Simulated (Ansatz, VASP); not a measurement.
## One calculation of TeOs, two programs

```
CELL_PARAMETERS angstrom
0.00000 2.73307 2.73307
2.67841 0.00000 2.73307
2.67841 2.73307 0.00000
ATOMIC_POSITIONS crystal
Os 0.50000 0.50000 0.50000
Te 0.00000 0.00000 0.00000
```

Change from the starting cell: strain e1 = -0.02, atoms carried along.

Alike in both runs: task single point; functional PBE; k mesh 10 × 10 × 10; occupations gaussian, width 0.05 eV; collinear spin.

```csv
,VASP,Ansatz
version,VASP 6.6.1,Ansatz 0.2.0
potentials or method,"VASP PAW PBE potentials, release 64 (Os, Te), cutoff 520 eV","scalar-relativistic, plane waves, PAW"
valence electrons in the cell,14,32
```

|  | VASP | Ansatz | Ansatz less VASP |
| --- | --- | --- | --- |
| gap on the k mesh at the Fermi level (eV) | none | none | - |
| pressure (GPa) | 3.3 | 3.3 | -0.02 |
| traceless stress, the component that is largest in VASP (GPa) | 3.35 | 3.30 | -0.043 |
| net moment per atom (μB) | 0.00 | 0.00 | 0.000 |

A gap of «none» marks a metal or a gap that the smearing closes. With one functional, cell and mesh, what is left measures potentials, basis and numerics. VASP's potentials hold 14 valence electrons a cell and Ansatz's 32, so a difference there can come from the potentials and not from the codes. Ansatz's warnings: seeded moment not kept.

Spin-orbit coupling is off throughout.
